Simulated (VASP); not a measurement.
Write the native input for VASP 6.6.1 that does the following.

```
Task                   : single point
Functional             : r2SCAN
Potentials or basis    : VASP PAW PBE potentials, release 64 (Y_sv)
Cutoff                 : 520 eV
k mesh                 : 14 × 14 × 8
Occupations            : gaussian, width 0.05 eV
Spin                   : no spin polarisation
Dipole correction      : no
Further INCAR settings : ALGO = Normal; EDIFF = 1e-06; NBANDS = 18
```

Crystal: Y.

```xyz
2
Lattice="3.6667 0.0000 0.0000 -1.8333 3.1755 0.0000 0.0000 0.0000 5.6667" Properties=species:S:1:pos:R:3 pbc="T T T"
Y     0.0000    2.1170    4.2500
Y     1.8333    1.0585    1.4167
```

The input as run:

POSCAR

```
Y
1.0
    3.6666960685      0.0000000000      0.0000000000
   -1.8333480343      3.1754519433      0.0000000000
    0.0000000000      0.0000000000      5.6666977170
Y
2
Direct
    0.3333333333      0.6666666667      0.7500000000
    0.6666666667      0.3333333333      0.2500000000
```

INCAR.step1

```
SYSTEM = Y
PREC = Accurate
ENCUT = 520
ISMEAR = 0
SIGMA = 0.05
LREAL = .False.
LASPH = .True.
NELM = 80
NBANDS = 18
GGA = PE
ALGO = Normal
EDIFF = 1E-4
LWAVE = .True.
LCHARG = .False.
```

INCAR.step2

```
SYSTEM = Y
PREC = Accurate
ENCUT = 520
EDIFF = 1E-6
ISMEAR = 0
SIGMA = 0.05
LREAL = .False.
LASPH = .True.
NELM = 80
ALGO = Normal
ISIF = 2
LWAVE = .False.
LCHARG = .True.
METAGGA = R2SCAN
LMIXTAU = .True.
LELF = .True.
LVHAR = .True.
NBANDS = 18
ISTART = 1
```

KPOINTS

```
regular mesh
0
Gamma
  14 14 8
  0 0 0
```

Potentials or basis: VASP PAW PBE potentials, release 64 (Y_sv).

The run is started by

```bash
$ cat potpaw_PBE.64/Y_sv/POTCAR > POTCAR
$ cp INCAR.step1 INCAR
$ mpirun -np 1 vasp_std > vasp.out
$ cp INCAR.step2 INCAR
$ mpirun -np 1 vasp_std > vasp.out
```

Results of the run:

| Quantity | Value |
| --- | --- |
| Pressure | 0.6 GPa |
| Band gap on the k mesh | zero (bands 11 and 12 overlap by 1.71 eV) |

Caveat: the PAW data sets were made with another functional, which shifts forces and pressure a little.

Wall time 8.9 min on 1 thread of Intel(R) Xeon(R) Platinum 8259CL CPU @ 2.50GHz (Skylake/Cascade Lake), with other jobs on the host, peak memory 0.28 GiB.
